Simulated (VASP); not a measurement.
A run of VASP 6.6.1:

File POSCAR:

```
InSb
1.0
    3.7989042532      0.0000000000      0.0000000000
    0.0000000000      3.7989042532      0.0000000000
    0.0000000000      0.0000000000      3.7989042532
In Sb
1 1
Direct
    0.0000000000      0.0000000000      0.0000000000
    0.5000000000      0.5000000000      0.5000000000
```

INCAR.step1

```
PREC = Accurate
ENCUT = 550
ISMEAR = -1
SIGMA = 0.02
LREAL = F
LASPH = T
NELM = 120
GGA = PE
ALGO = Normal
EDIFF = 1E-5
LWAVE = T
LCHARG = F
GGA_COMPAT = F
IBRION = 2
ISIF = 3
EDIFFG = -0.005
NELMIN = 4
NSW = 100
```

File INCAR.step2:

```
PREC = Accurate
ENCUT = 550
EDIFF = 1E-7
ISMEAR = -1
SIGMA = 0.02
LREAL = F
LASPH = T
NELM = 120
ALGO = Normal
ISIF = 3
LWAVE = F
LCHARG = F
METAGGA = R2SCAN
LMIXTAU = T
IBRION = 2
NSW = 80
EDIFFG = -0.005
ISTART = 1
GGA_COMPAT = F
NELMIN = 4
```

The input KPOINTS:

```
Automatic mesh
0
Gamma
  6 6 6
```

Potentials or basis: VASP PAW PBE potentials, release 64 (In_d, Sb).

The run is started by

```console
$ cat potpaw_PBE.64/In_d/POTCAR potpaw_PBE.64/Sb/POTCAR > POTCAR
$ cp INCAR.step1 INCAR
$ mpirun -np 1 vasp_std > vasp.out
$ cp INCAR.step2 INCAR
$ mpirun -np 1 vasp_std > vasp.out
```

Hardware: 1 thread of Intel(R) Xeon(R) Platinum 8175M CPU @ 2.50GHz (Skylake/Cascade Lake), on a shared host.

How long does it take, and how much memory?

It took 5.5 min on 1 thread of Intel(R) Xeon(R) Platinum 8175M CPU @ 2.50GHz (Skylake/Cascade Lake) (shared host), peak memory 0.18 GiB. Counts: k points 20, ion steps 3.
